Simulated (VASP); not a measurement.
# GaAs: single point with r2SCAN

Crystal: GaAs.

```
Ga As
1.0
     0.00000    2.82650    2.82650
     2.82650    0.00000    2.82650
     2.82650    2.82650    0.00000
Ga As
1 1
Direct
  0.00000 0.00000 0.00000
  0.25000 0.25000 0.25000
```

```yaml
Program: VASP 6.6.1
Task: single point
Functional: r2SCAN
Potentials_or_basis: VASP PAW PBE potentials, release 64 (Ga_d, As)
Cutoff: 520 eV
k_mesh: 10 × 10 × 10
Occupations: gaussian, width 0.03 eV
Spin: no spin polarisation
```

```yaml
Pressure: 0.7 GPa
Band_gap_on_the_k_mesh: 1.00 eV, direct
```

Levels at points of the mesh, in eV from the valence-band top:
```tsv
k point	band 6	band 7	band 8	band 9	band 10	band 11	band 12	band 13
(0.00, 0.00, 0.00)	-13.21	0.00	0.00	0.00	1.00	4.04	4.04	4.04
(0.50, 0.00, 0.00)	-11.36	-6.82	-1.19	-1.19	1.36	4.99	4.99	8.29
(0.50, 0.50, 0.00)	-10.58	-7.00	-2.78	-2.78	1.76	1.95	10.87	10.87
```

Run time: 68 s on 1 thread of Intel(R) Xeon(R) 6975P-C (Granite Rapids), with other jobs on the host, peak memory 0.19 GiB.

Caveat: the PAW data sets were made with another functional, which shifts forces and pressure a little. A k mesh can miss the band edges.
